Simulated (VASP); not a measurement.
Ru: relaxation of cell and atoms with PBE

The system is Ru.

```xyz
2
Lattice="2.7078 0.0000 0.0000 -1.3539 2.3450 0.0000 0.0000 0.0000 4.2681" Properties=species:S:1:pos:R:3 pbc="T T T"
Ru    0.0000    1.5634    1.0670
Ru    1.3539    0.7817    3.2011
```

```yaml
Program: VASP 6.6.1
Task: relaxation of cell and atoms
Functional: PBE
Potentials_or_basis: VASP PAW PBE potentials, release 64 (Ru_pv)
Cutoff: 600 eV
k_mesh: 18 × 18 × 10
Occupations: gaussian, width 0.1 eV
Spin: no spin polarisation
Dipole_correction: no
Further_INCAR_settings: ALGO = Fast; EDIFF = 1e-07; IBRION = 2; EDIFFG = -0.005; NSW = 100; ISIF = 3
```

* Relaxed volume: 13.76 Å³/atom
* Relaxed cell: a = 2.719 Å, b = 2.719 Å, c = 4.296 Å, α = 90.00°, β = 90.00°, γ = 120.00°
* Space group after relaxing (to 0.1 Å): P6_3/mmc (No. 194)
* Energy gained by relaxing: 3.3 meV/atom
* Ionic steps: 8
* Pressure after relaxing: 0.0 GPa
* Band gap on the k mesh: zero (bands 14 and 15 overlap by 3.07 eV)

Step by step:
```
step  energy change (eV)  largest force (eV/Å)  pressure (GPa)  volume (Å³)
   1              0.0000                0.0000            4.97        27.10
   2              0.0465                0.0000          -12.68        28.79
   3             -0.0065                0.0000            0.12        27.53
   4             -0.0065                0.0000           -0.25        27.54
   5             -0.0064                0.0000            0.56        27.47
   6             -0.0065                0.0000            0.06        27.51
   7             -0.0065                0.0000           -0.02        27.52
   8             -0.0065                0.0000            0.03        27.52
```

Final structure:
```yaml
crystal:
  lattice:
    - [2.71947, 0.00000, 0.00000]
    - [-1.35973, 2.35513, 0.00000]
    - [0.00000, 0.00000, 4.29620]
  atoms:
    - { symbol: Ru, position: [0.33333, 0.66667, 0.25000] }
    - { symbol: Ru, position: [0.66667, 0.33333, 0.75000] }
```

Levels at points of the mesh, in eV from the Fermi level:
| k point | band 11 | band 12 | band 13 | band 14 | band 15 | band 16 | band 17 | band 18 |
| --- | --- | --- | --- | --- | --- | --- | --- | --- |
| (0.00, 0.00, 0.00) | -2.35 | -1.87 | -1.87 | -1.37 | -1.37 | 1.17 | 1.17 | 1.30 |
| (0.50, 0.00, 0.00) | -2.02 | -1.77 | -1.48 | 1.39 | 1.80 | 1.89 | 4.00 | 6.03 |
| (0.00, 0.00, 0.50) | -2.70 | -2.70 | -2.65 | -2.65 | 0.54 | 0.54 | 0.54 | 0.54 |
| (0.50, 0.00, 0.50) | -1.03 | -1.03 | 0.45 | 0.45 | 1.64 | 1.64 | 3.35 | 3.35 |

It took 15 min on 1 thread of Intel Xeon 8259CL (shared host), peak memory 0.25 GiB.
